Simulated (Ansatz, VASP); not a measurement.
# One calculation of MoS2, two programs

```
Mo S
1.0
     3.18413    0.00000    0.00000
    -1.59206    2.75753    0.00000
     0.00000    0.00000   17.33460
Mo S
1 2
Cartesian
  0.0000 0.0000 0.0000
  0.0000 1.8384 15.7833
  0.0000 1.8384 1.5513
```

Alike in both runs: functional LDA; k mesh 12 × 12 × 2; no spin polarisation.

```csv
,VASP,Ansatz
version,VASP 6.6.1,Ansatz 0.2.0
potentials or method,"VASP PAW LDA potentials, release 64 (Mo_sv, S)",Ansatz PAW
plane-wave cutoff (eV),520,420
occupations,"gaussian, width 0.01 eV",fixed
valence electrons in the cell,26,26
task,single point,band structure
```

```csv
,VASP,Ansatz,Ansatz less VASP
gap on the k mesh at the Fermi level (eV),1.59,1.58,-0.012
least direct gap on the mesh (eV),1.66,1.66,-0.007
rms of the force components (eV/Å),0.178,0.186,+0.0082
```

LDA's correlation is that of Perdew and Zunger in VASP and of Perdew and Wang (1992) in Ansatz. Atom by atom the forces differ by 0.008 eV/Å (rms over components).
